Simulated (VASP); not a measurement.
Crystal: Sb.

```xyz
1
Lattice="3.1600 0.0000 0.0000 0.0000 3.1600 0.0000 0.0000 0.0000 3.1600" Properties=species:S:1:pos:R:3 pbc="T T T"
Sb    0.0000    0.0000    0.0000
```

| Quantity | Value |
| --- | --- |
| Program | VASP 6.6.1 |
| Task | relaxation of cell and atoms |
| Functional | revPBE |
| Dispersion | D3(BJ) |
| Potentials or basis | VASP PAW PBE potentials, release 64 (Sb) |
| Cutoff | 600 eV |
| k mesh | 8 × 8 × 8 |
| Occupations | fermi-dirac, width 0.05 eV |
| Spin | no spin polarisation |

At the start: pressure -6.0 GPa; volume 31.55 Å³/atom.

Task: How do energy, volume and symmetry change on relaxing?

Result: Over 3 steps the energy falls by 69.0 meV/atom and the volume is 28.21 Å³/atom (-10.6 %); space group Pm-3m (No. 221, to 0.05 Å).

The path:
| step | energy change (eV) | largest force (eV/Å) | pressure (GPa) | volume (Å³) |
| --- | --- | --- | --- | --- |
| 1 | 0.0000 | 0.0000 | -5.95 | 31.55 |
| 2 | -0.0451 | 0.0000 | 4.62 | 26.50 |
| 3 | -0.0690 | 0.0000 | 0.02 | 28.21 |

Final structure:
```
CELL_PARAMETERS angstrom
3.04400 0.00000 0.00000
0.00000 3.04400 0.00000
0.00000 0.00000 3.04400
ATOMIC_POSITIONS crystal
Sb 0.00000 0.00000 0.00000
```

Caveat: the PAW data sets were made with another functional, which shifts forces and pressure a little; the volume moved by -11 % from the deposited cell, more than functionals usually miss; pairwise dispersion overbinds metals, which lowers pressure and volume.
